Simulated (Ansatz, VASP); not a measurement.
**AlN: VASP beside Ansatz**

```
Al N
1.0
     0.00000    1.90869    2.86303
     1.90869    0.00000    2.86303
     1.90869    1.90869    0.00000
Al N
1 1
Cartesian
  0.0000 0.0000 0.0000
  2.8630 2.8630 4.2945
```

Alike in both runs: task single point; functional r2SCAN; k mesh 10 × 10 × 10; occupations gaussian, width 0.05 eV; no spin polarisation.

|  | VASP | Ansatz |
| --- | --- | --- |
| version | VASP 6.6.1 | Ansatz 0.2.0 |
| potentials or method | VASP PAW PBE potentials, release 64 (Al, N), cutoff 520 eV | scalar-relativistic, plane waves, PAW |
| valence electrons in the cell | 8 | 8 |

|  | VASP | Ansatz | Ansatz less VASP |
| --- | --- | --- | --- |
| gap on the k mesh at the Fermi level (eV) | 0.32 | 0.31 | -0.010 |
| least direct gap on the mesh (eV) | 0.79 | 0.78 | -0.012 |
| pressure (GPa) | -4.9 | -4.5 | +0.40 |
| traceless stress, the component that is largest in VASP (GPa) | -96.62 | -96.43 | +0.185 |

VASP's potentials were made for PBE, not for r2SCAN.
